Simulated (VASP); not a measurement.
Write the native input for VASP 6.6.1 that does the following.

| Quantity | Value |
| --- | --- |
| Task | relaxation of cell and atoms |
| Functional | revPBE |
| Potentials or basis | VASP PAW PBE potentials, release 64 (Ta_pv) |
| Cutoff | 600 eV |
| k mesh | 12 × 12 × 12 |
| Occupations | fermi-dirac, width 0.1 eV |
| Spin | no spin polarisation |
| Dipole correction | no |
| Further INCAR settings | ALGO = Normal; EDIFF = 1e-06; IBRION = 2; EDIFFG = -0.01; NSW = 80; ISIF = 3 |

The structure of Ta lies in POSCAR:

```
Ta
1.0
    2.6919965271      0.0000000000      0.0000000000
    0.0000000000      2.6919965271      0.0000000000
    0.0000000000      0.0000000000      2.6919965271
Ta
1
Direct
    0.0000000000      0.0000000000      0.0000000000
```

The input as run:

INCAR

```
SYSTEM = Ta
PREC = Accurate
ENCUT = 600
EDIFF = 1E-6
ISMEAR = -1
SIGMA = 0.1
LREAL = .False.
LASPH = .True.
NELM = 100
ALGO = Normal
ISIF = 3
LWAVE = .False.
LCHARG = .False.
GGA = RE
IBRION = 2
NSW = 80
EDIFFG = -0.01
```

KPOINTS

```
Automatic mesh
0
Gamma
  12 12 12
  0 0 0
```

Potentials or basis: VASP PAW PBE potentials, release 64 (Ta_pv).

Command:

```bash
$ cat potpaw_PBE.64/Ta_pv/POTCAR > POTCAR
$ mpirun -np 1 vasp_std > vasp.out
```

It gave:

* Relaxed volume: 20.93 Å³/atom
* Relaxed cell: a = 2.756 Å, b = 2.756 Å, c = 2.756 Å, α = 90.00°, β = 90.00°, γ = 90.00°
* Space group after relaxing (to 0.05 Å): Pm-3m (No. 221)
* Energy gained by relaxing: 47.1 meV/atom
* Ionic steps: 4
* Pressure after relaxing: 0.0 GPa

Caveat: the PAW data sets were made with another functional, which shifts forces and pressure a little.

It took 34 s on 1 thread of Intel(R) Xeon(R) Platinum 8259CL CPU @ 2.50GHz (Skylake/Cascade Lake), with other jobs on the host, peak memory 0.16 GiB.
